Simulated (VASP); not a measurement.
Runs of VASP 6.6.1 on WC. The structure is that of space group P-6m2 (No. 187), or close to it. The cells are those of the table. 

```tsv
cell	gap on the mesh (eV)	pressure (GPa)
a = 2.854, b = 2.854, c = 2.923 Å, angles 90.0, 90.0, 120.0°, 2 atoms	none	(a)
a = 2.982, b = 2.982, c = 2.676 Å, angles 90.0, 90.0, 120.0°, 2 atoms	none	6.3
a = 2.658, b = 2.658, c = 3.370 Å, angles 90.0, 90.0, 120.0°, 2 atoms	none	7.8
a = 3.062, b = 3.062, c = 2.539 Å, angles 90.0, 90.0, 120.0°, 2 atoms	none	16.3
```

Alike in all rows: task single point; level PBEsol; potentials or basis VASP PAW PBE potentials, release 64 (W_sv, C_h); no spin polarisation; k mesh 21 × 21 × 18; cutoff (eV) 910; smearing gaussian 0.15 eV.

Estimate the missing entries.

(a) -1.0.

Caveats: the cutoff is under 1.25 times the usual one of these potentials, so pressure, stress and relaxed cells hold a basis-set (Pulay) error; the PAW data sets were made with another functional, which shifts forces and pressure a little; spin-orbit coupling is left out, which moves the levels of the heavy elements; the cell stands under pressure (at least some runs).

A k mesh can miss the band edges, and the runs leave out spin-orbit coupling on W.

A gap of «none» marks levels without a gap at the run's occupations.
